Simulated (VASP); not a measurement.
Wanted: the native input for a VASP 6.6.1 run.

```yaml
Task: single point
Functional: PBE
Potentials_or_basis: VASP PAW PBE potentials, release 64 (Hf_pv, B)
Cutoff: 520 eV
k_mesh: 12 × 12 × 4
Occupations: gaussian, width 0.1 eV
Spin: no spin polarisation
Dipole_correction: no
Further_INCAR_settings: ALGO = Fast; EDIFF = 1e-07; NBANDS = 32
```

The structure of Hf2B lies in POSCAR:

```
Hf2B
1.0
    3.0783676568      0.0000000000      0.0000000000
   -1.5391838284      2.6659445930      0.0000000000
    0.0000000000      0.0000000000     10.9360782545
Hf B
4 2
Direct
    0.0000000000      0.0000000000      0.1555232436
    0.0000000000      0.0000000000      0.8444767564
    0.3333333333      0.6666666667      0.3890395925
    0.6666666667      0.3333333333      0.6109604075
    0.3333333333      0.6666666667      0.9995024326
    0.6666666667      0.3333333333      0.0004975674
```

One way to write it, as run:

INCAR

```
SYSTEM = Hf2B
PREC = Accurate ; ENCUT = 520
EDIFF = 1E-7 ; ISMEAR = 0
SIGMA = 0.1 ; LREAL = .False.
LASPH = .True. ; NELM = 60
ALGO = Fast ; ISIF = 2
LWAVE = .False. ; LCHARG = .False.
GGA = PE ; NBANDS = 32
```

KPOINTS

```
regular mesh
0
Gamma
  12 12 4
  0 0 0
```

Potentials or basis: VASP PAW PBE potentials, release 64 (Hf_pv, B).

Run with:

```console
$ cat potpaw_PBE.64/Hf_pv/POTCAR potpaw_PBE.64/B/POTCAR > POTCAR
$ mpirun -np 1 vasp_std > vasp.out
```

It gave:

```yaml
Pressure: 14.3 GPa
Largest_force: 0.017 eV/Å
Band_gap_on_the_k_mesh: zero (bands 23 and 24 overlap by 1.89 eV)
```

Caveat: the cell stands under pressure; spin-orbit coupling is left out, which moves the levels of the heavy elements.

It took 3.6 min on 1 thread of Intel(R) Xeon(R) Platinum 8375C CPU @ 2.90GHz (Ice Lake) (shared host), peak memory 0.31 GiB.
